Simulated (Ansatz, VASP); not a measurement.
## Mg3Sn2N2: VASP beside Ansatz

```
Mg Sn N
1.0
     1.65129    0.95337   12.91440
    -1.65129    0.95337   12.91440
     0.00000   -1.90674   12.91440
Mg Sn N
3 2 2
Direct
  0.00000 0.00000 0.00000
  0.72191 0.72191 0.72191
  0.27809 0.27809 0.27809
  0.13302 0.13302 0.13302
  0.86698 0.86698 0.86698
  0.63179 0.63179 0.63179
  0.36821 0.36821 0.36821
```

Alike in both runs: functional PBE; k mesh 5 × 5 × 5; occupations gaussian, width 0.2 eV; no spin polarisation.

Ansatz relaxed the structure, and its values are those at the end. VASP's run is a single point on that final structure, the one shown.

```csv
,VASP,Ansatz
version,VASP 6.6.1,Ansatz 0.2.0
potentials or method,"VASP PAW PBE potentials, release 64 (Mg, Sn_d, N), cutoff 520 eV","scalar-relativistic, plane waves, PAW"
valence electrons in the cell,44,68
```

```csv
,VASP,Ansatz,Ansatz less VASP
gap on the k mesh at the Fermi level (eV),none,none,-
pressure (GPa),-0.3,-0.1,+0.22
rms of the force components (eV/Å),0.018,0.013,-0.0046
```

A gap of «none» marks a metal or a gap that the smearing closes. The functional is the same, so the differences come from potentials, cutoffs and numerics. VASP's potentials hold 44 valence electrons a cell and Ansatz's 68, so a difference there can come from the potentials and not from the codes.

The k mesh is coarse, so the values compare programs but aren't converged.
